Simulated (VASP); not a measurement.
A run of VASP 6.6.1 is set up as follows.

The input INCAR:

```
SYSTEM = GaN
PREC = Accurate ; ENCUT = 520
EDIFF = 1E-6 ; ISMEAR = 0
SIGMA = 0.05 ; LREAL = .False.
LASPH = .True. ; NELM = 60
ALGO = Normal ; ISIF = 2
LWAVE = .False. ; LCHARG = .False.
GGA = RE ; IVDW = 13
NBANDS = 16
```

Contents of KPOINTS:

```
Automatic mesh
0
Gamma
  10 10 10
  0 0 0
```

The input POSCAR:

```
GaN
1.0
    0.0000000000      2.0692100263      2.0692100263
    2.0692100263      0.0000000000      2.0692100263
    2.0692100263      2.0692100263      0.0000000000
Ga N
1 1
Direct
    0.5000000000      0.5000000000      0.5000000000
    0.0000000000      0.0000000000      0.0000000000
```

Potentials or basis: VASP PAW PBE potentials, release 64 (Ga_d, N).

Run with:

```sh
$ cat potpaw_PBE.64/Ga_d/POTCAR potpaw_PBE.64/N/POTCAR > POTCAR
$ mpirun -np 1 vasp_std > vasp.out
```

(1) Estimate the band gap on the k mesh.

(2) Estimate the pressure.

(3) Estimate the dispersion energy per atom.

Results:

(1) 1.10 eV, indirect (least direct gap 3.58 eV).

(2) 11.6 GPa.

(3) -0.905 eV.

Caveat: the PAW data sets were made with another functional, which shifts forces and pressure a little.
